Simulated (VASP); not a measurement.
Ga2SeS3:

```
Ga Se S
1.0
     6.14734    0.00000    0.00000
    -3.07367    5.32375    0.00000
     0.00000    0.00000    3.85606
Ga Se S
2 1 3
Direct
  0.33333 0.66667 0.00000
  0.66667 0.33333 0.00000
  0.00000 0.00000 0.00000
  0.50000 0.00000 0.50000
  0.50000 0.50000 0.50000
  0.00000 0.50000 0.50000
```

The cell was built from a structure type or drawn by symmetry, and may not be a known phase.

- Program: VASP 6.6.1
- Task: relaxation of cell and atoms
- Functional: PBE
- Potentials or basis: VASP PAW PBE potentials, release 64 (Ga_d, Se, S)
- Cutoff: 500 eV
- k mesh: 2 × 2 × 3
- Occupations: gaussian, width 0.15 eV
- Spin: no spin polarisation

At the start: pressure -2.9 GPa; volume 21.03 Å³/atom.

**Question.** Where does the relaxation end?

**Answer.** Over 11 steps the energy falls by 135.1 meV/atom and the volume is 20.98 Å³/atom (-0.3 %); space group P6/mmm (No. 191, to 0.1 Å) before and after.

Step by step:
```
step  energy change (eV)  largest force (eV/Å)  pressure (GPa)  volume (Å³)
   1              0.0000                0.0000           -2.93       126.20
   2             -0.3892                0.0000            0.56       119.13
   3             -0.4974                0.0000            3.32       115.22
   4             -0.2991                0.0000           11.50       107.34
   5             -0.5094                0.0000            4.47       113.84
   6             -0.7314                0.0000            3.73       116.74
   7             -0.7723                0.0000            3.25       118.60
   8             -0.7738                0.0000            3.12       118.98
   9             -0.7758                0.0000            2.80       119.73
  10             -0.7788                0.0000            2.19       121.12
  11             -0.8103                0.0000           -0.35       125.88
```

Final structure:
```
CELL_PARAMETERS angstrom
6.76243 0.00000 0.00000
-3.38122 5.85644 0.00000
0.00000 0.00000 3.17844
ATOMIC_POSITIONS crystal
Ga 0.33333 0.66667 0.00000
Ga 0.66667 0.33333 0.00000
Se 0.00000 0.00000 0.00000
S 0.50000 0.00000 0.50000
S 0.50000 0.50000 0.50000
S 0.00000 0.50000 0.50000
```

Caveat: the k points lie up to 0.66 Å⁻¹ apart in the final cell; a cell axis changed by over 15 % at a fixed basis, so the end point is rough.
